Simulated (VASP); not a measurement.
PbO2: single point with PBEsol

Crystal: PbO2.

```
Pb O
1.0
     4.78495    0.00000    0.00000
     0.00000    4.78495    0.00000
     0.00000    0.00000    3.39139
Pb O
2 4
Direct
  0.00000 0.00000 0.00000
  0.50000 0.50000 0.50000
  0.30716 0.30716 0.00000
  0.19284 0.80716 0.50000
  0.69284 0.69284 0.00000
  0.80716 0.19284 0.50000
```

```
Program             : VASP 6.6.1
Task                : single point
Functional          : PBEsol
Potentials or basis : VASP PAW PBE potentials, release 64 (Pb_d, O)
Cutoff              : 520 eV
k mesh              : 8 × 8 × 10
Occupations         : gaussian, width 0.1 eV
Spin                : no spin polarisation
```

```json
{"Pressure": "15.4 GPa", "Largest force": "0.004 eV/Å", "Band gap on the k mesh": "0.03 eV (least direct gap 0.14 eV)"}
```

Forces in eV/Å, atoms in the order of the input:
```
Pb   0.000  0.000  0.000
Pb   0.000  0.000  0.000
O   -0.003 -0.003  0.000
O    0.003 -0.003  0.000
O    0.003  0.003  0.000
O   -0.003  0.003  0.000
```

Stress tensor (GPa, compression positive):
```
15.30  0.00  0.00
 0.00 15.30  0.00
 0.00  0.00 15.48
```

Levels at points of the mesh, in eV from the valence-band top:
```tsv
k point	band 22	band 23	band 24	band 25	band 26	band 27	band 28	band 29	band 30	band 31
(0.00, 0.00, 0.00)	-0.69	-0.69	-0.58	-0.58	-0.57	0.03	4.75	5.87	5.87	9.87
(0.50, 0.00, 0.00)	-1.45	-0.66	-0.66	-0.42	-0.42	3.13	3.13	6.52	6.52	10.62
(0.50, 0.50, 0.00)	-1.86	-0.66	-0.66	-0.51	-0.51	3.47	3.47	7.03	7.03	10.87
(0.00, 0.00, 0.50)	-2.12	-1.35	-1.35	-0.92	-0.92	4.44	4.44	9.38	9.38	9.72
(0.50, 0.00, 0.50)	-1.21	-0.94	-0.94	0.00	0.00	4.86	4.86	7.90	7.90	10.25
(0.50, 0.50, 0.50)	-1.64	-0.78	-0.78	-0.59	-0.59	3.41	3.41	8.54	8.54	10.11
```

Wall time 2 min on 1 thread of AMD EPYC 9R45 96-Core Processor (Zen 5) (shared host), peak memory 0.28 GiB.

Caveat: the cell stands under pressure; the smearing spreads over this small gap; the PAW data sets were made with another functional, which shifts forces and pressure a little; spin-orbit coupling is left out, which moves the levels of the heavy elements. A k mesh can miss the band edges.
